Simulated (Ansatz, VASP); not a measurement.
## Two plane-wave programs on Al

```
CELL_PARAMETERS angstrom
2.95308 0.00000 0.00000
-1.47654 2.55744 0.00000
0.00000 0.00000 4.86685
ATOMIC_POSITIONS crystal
Al 0.66667 0.33333 0.75000
Al 0.33333 0.66667 0.25000
```

Change from the starting cell: strain +0.050 along x and y, +0.000 along z, atoms carried along.

Alike in both runs: task single point; functional PBEsol; dispersion D3(BJ); k mesh 18 × 18 × 10; occupations gaussian, width 0.15 eV; no spin polarisation.

```csv
,VASP,Ansatz
version,VASP 6.6.1,Ansatz 0.2.0
potentials or method,"VASP PAW PBE potentials, release 64 (Al), cutoff 520 eV","scalar-relativistic, plane waves, PAW"
valence electrons in the cell,6,6
```

|  | VASP | Ansatz | Ansatz less VASP |
| --- | --- | --- | --- |
| gap on the k mesh at the Fermi level (eV) | none | none | - |
| pressure (GPa) | -9.7 | -9.7 | -0.03 |
| traceless stress, the component that is largest in VASP (GPa) | -0.08 | -0.08 | +0.003 |

VASP's potentials were made for PBE, not for PBEsol. A gap of «none» marks a metal or a gap that the smearing closes.
